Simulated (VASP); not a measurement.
Set up this calculation in VASP 6.6.1, as the native input.

- Task: single point
- Functional: PBE
- Dispersion: D3(BJ)
- Potentials or basis: VASP PAW PBE potentials, release 64 (Co)
- Cutoff: 520 eV
- k mesh: 12 × 12 × 4
- Occupations: fermi-dirac, width 0.05 eV
- Spin: collinear spin, ferromagnetic start
- Starting moments: [2.0, 2.0, 2.0, 2.0] μB
- Dipole correction: no
- Further INCAR settings: ALGO = Normal; EDIFF = 1e-07; NBANDS = 30

The structure of Co lies in POSCAR:

```
Co
1.0
    2.4785385615      0.0000000000      0.0000000000
   -1.2392692808      2.1464773585      0.0000000000
    0.0000000000      0.0000000000      8.0137521216
Co
4
Direct
    0.6666666667      0.3333333333      0.7500000000
    0.0000000000      0.0000000000      0.5000000000
    0.3333333333      0.6666666667      0.2500000000
    0.0000000000      0.0000000000      0.0000000000
```

One way to write it, as run:

INCAR

```
ALGO = Normal
EDIFF = 1E-7
ENCUT = 520
GGA = PE
ISIF = 2
ISMEAR = -1
ISPIN = 2
IVDW = 12
LASPH = True
LCHARG = True
LELF = True
LMAXMIX = 4
LORBIT = 11
LREAL = False
LVHAR = True
LWAVE = False
MAGMOM = 2 2 2 2
NBANDS = 30
NELM = 150
PREC = Accurate
SIGMA = 0.05
```

KPOINTS

```
k-points
0
Gamma
  12 12 4
```

Potentials or basis: VASP PAW PBE potentials, release 64 (Co).

Command:

```console
$ cat potpaw_PBE.64/Co/POTCAR > POTCAR
$ mpirun -np 1 vasp_std > vasp.out
```

It gave:

* Pressure: -2.2 GPa
* Net moment: 6.56 μB per cell
* Site moments: Co +1.66, +1.64 (each value once) μB
* Valence electrons inside the program's atomic spheres: Co 8.30, 8.31 (each value once)
* Dispersion energy per atom: -0.425 eV

Caveat: three body term missing.

Wall time 6.8 min on 1 thread of AMD EPYC 7R13, with other jobs on the host, peak memory 0.21 GiB.
